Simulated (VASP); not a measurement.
A run of VASP 6.6.1:

The input INCAR:

```
SYSTEM = Si
  PREC = Accurate
  ENCUT = 520
  EDIFF = 1E-7
  ISMEAR = 0
  SIGMA = 0.05
  LREAL = Auto
  LASPH = .TRUE.
  NELM = 80
  ALGO = Normal
  ISIF = 2
  LWAVE = .FALSE.
  LCHARG = .FALSE.
  GGA = PE
  NBANDS = 66
```

KPOINTS

```
regular mesh
0
G
  12 12 1
  0 0 0
```

The input POSCAR:

```
Si
1.0
    3.8676454502      0.0000000000      0.0000000000
   -1.9338227251      3.3494792127      0.0000000000
    0.0000000000      0.0000000000     37.9278100487
Si
24
Direct
    0.0000000000      0.0000000000      0.0314544297
    0.3333333333      0.6666666667      0.0523288294
    0.6666666667      0.3333333333      0.1355105176
    0.3333333333      0.6666666667      0.1147168678
    0.6666666667      0.3333333333      0.1979574964
    0.0000000000      0.0000000000      0.2812244488
    0.3333333333      0.6666666667      0.3020425036
    0.6666666667      0.3333333333      0.3852831322
    0.3333333333      0.6666666667      0.3644894824
    0.0000000000      0.0000000000      0.2187755512
    0.6666666667      0.3333333333      0.4476711706
    0.0000000000      0.0000000000      0.4685455703
    0.0000000000      0.0000000000      0.9685455703
    0.3333333333      0.6666666667      0.9476711706
    0.6666666667      0.3333333333      0.8644894824
    0.3333333333      0.6666666667      0.8852831322
    0.6666666667      0.3333333333      0.8020425036
    0.0000000000      0.0000000000      0.7187755512
    0.3333333333      0.6666666667      0.6979574964
    0.6666666667      0.3333333333      0.6147168678
    0.3333333333      0.6666666667      0.6355105176
    0.0000000000      0.0000000000      0.7812244488
    0.6666666667      0.3333333333      0.5523288294
    0.0000000000      0.0000000000      0.5314544297
```

Potentials or basis: VASP PAW PBE potentials, release 64 (Si).

Command:

```bash
$ cat potpaw_PBE.64/Si/POTCAR > POTCAR
$ mpirun -np 1 vasp_std > vasp.out
```

Hardware: 1 thread of Intel(R) Xeon(R) Platinum 8259CL CPU @ 2.50GHz (Skylake/Cascade Lake), with other jobs on the host.

Problem. How long does it take, and how much memory?

Solution. Run time: 14 min on 1 thread of Intel(R) Xeon(R) Platinum 8259CL CPU @ 2.50GHz (Skylake/Cascade Lake), on a shared host, peak memory 0.73 GiB. Counts: scf iterations 16, k points 19.
